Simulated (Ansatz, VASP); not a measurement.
**Two plane-wave programs on K3Cd2Os**

INCAR

```
SYSTEM = K3Cd2Os
PREC = Accurate ; ENCUT = 520
EDIFF = 1E-6 ; ISMEAR = 0
SIGMA = 0.1 ; LREAL = .False.
LASPH = .True. ; NELM = 60
ALGO = Normal ; ISIF = 2
LWAVE = .False. ; LCHARG = .True.
GGA = PE ; LELF = .True.
LVHAR = .True. ; NBANDS = 38
```

File KPOINTS:

```
regular mesh
0
Gamma
  4 4 2
  0 0 0
```

Contents of POSCAR:

```
K3Cd2Os
1.0
    4.3990530400      0.0000000000      0.0000000000
    0.0000000000      4.3990530400      0.0000000000
    0.0000000000      0.0000000000      9.5477970800
K Cd Os
3 2 1
Direct
    0.5000000000      0.5000000000      0.7271514400
    0.5000000000      0.5000000000      0.4234921400
    0.0000000000      0.0000000000      0.0890026100
    0.0000000000      0.5000000000      0.7832693700
    0.5000000000      0.0000000000      0.7832693700
    0.5000000000      0.5000000000      0.1437536100
```

Input for Ansatz:

```yaml
crystal:
  lattice:
    - [4.39905304, 0.0, 0.0]
    - [0.0, 4.39905304, 0.0]
    - [0.0, 0.0, 9.54779708]
  atoms:
    - { symbol: K, position: [0.5, 0.5, 0.72715144] }
    - { symbol: K, position: [0.5, 0.5, 0.42349214] }
    - { symbol: K, position: [0.0, 0.0, 0.08900261] }
    - { symbol: Cd, position: [0.0, 0.5, 0.78326937] }
    - { symbol: Cd, position: [0.5, 0.0, 0.78326937] }
    - { symbol: Os, position: [0.5, 0.5, 0.14375361] }
basis:
  ecutwfc: 420
kpoints:
  mp_grid: { grid: [4, 4, 2] }
hamiltonian:
  xc: pbe
scf:
  occupations: { method: gaussian, width: 0.1 }
  lower_state_search: "off"
output:
  forces: true
  stress: true
  eigenvalues: true
```

Alike in both runs: task single point; functional PBE; k mesh 4 × 4 × 2; occupations gaussian, width 0.1 eV; no spin polarisation.

|  | VASP | Ansatz |
| --- | --- | --- |
| version | VASP 6.6.1 | Ansatz 0.2.0 |
| potentials or method | VASP PAW PBE potentials, release 64 (K_sv, Cd, Os), cutoff 520 eV | scalar-relativistic, plane waves, PAW |
| valence electrons in the cell | 59 | 83 |

|  | VASP | Ansatz | Ansatz less VASP |
| --- | --- | --- | --- |
| gap on the k mesh at the Fermi level (eV) | none | none | - |
| pressure (GPa) | 18.1 | 17.2 | -0.87 |
| traceless stress, the component that is largest in VASP (GPa) | -13.89 | -13.29 | +0.603 |
| rms of the force components (eV/Å) | 1.620 | 1.545 | -0.0745 |

Atom by atom the forces differ by 0.076 eV/Å (rms over components). A gap of «none» marks a metal or a gap that the smearing closes. VASP's potentials hold 59 valence electrons a cell and Ansatz's 83, so a difference there can come from the potentials and not from the codes.

Spin-orbit coupling is off throughout.
